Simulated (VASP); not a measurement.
Wanted: the native input for a VASP 6.6.1 run.

```
Task                   : relaxation of the atoms
Functional             : PBEsol
Potentials or basis    : VASP PAW PBE potentials, release 64 (Li_sv, H, F)
Cutoff                 : 520 eV
k mesh                 : 8 × 8 × 8
Occupations            : gaussian, width 0.01 eV
Spin                   : no spin polarisation
Dipole correction      : no
Further INCAR settings : ALGO = Normal; EDIFF = 1e-07; IBRION = 2; EDIFFG = -0.002; NSW = 100
```

The structure of LiHF2 lies in POSCAR:

```
LiHF2
1.0
    1.4854902464      0.8576481936      4.3501936452
   -1.4854902464      0.8576481936      4.3501936452
    0.0000000000     -1.7152963872      4.3501936452
Li H F
1 1 2
Direct
    0.0000000000      0.0000000000      0.0000000000
    0.5000000000      0.5000000000      0.5000000000
    0.4131272606      0.4131272606      0.4131272606
    0.5868727394      0.5868727394      0.5868727394
```

These files were run (other wordings do the same):

INCAR

```
ALGO = Normal ; EDIFF = 1E-7
EDIFFG = -0.002 ; ENCUT = 520
GGA = PS ; IBRION = 2
ISIF = 2 ; ISMEAR = 0
LASPH = T ; LCHARG = F
LREAL = F ; LWAVE = F
NELM = 80 ; NSW = 100
PREC = Accurate ; SIGMA = 0.01
```

KPOINTS

```
k-points
0
Gamma
  8 8 8
```

Potentials or basis: VASP PAW PBE potentials, release 64 (Li_sv, H, F).

The run is started by

```console
$ cat potpaw_PBE.64/Li_sv/POTCAR potpaw_PBE.64/H/POTCAR potpaw_PBE.64/F/POTCAR > POTCAR
$ mpirun -np 1 vasp_std > vasp.out
```

It gave:

| Quantity | Value |
| --- | --- |
| Energy gained by relaxing | 0.3 meV/atom |
| Ionic steps | 3 |
| Band gap on the k mesh | 8.18 eV (least direct gap 8.40 eV) |

It took 2.7 min on 1 thread of Intel Xeon 8259CL (shared host), peak memory 0.21 GiB.
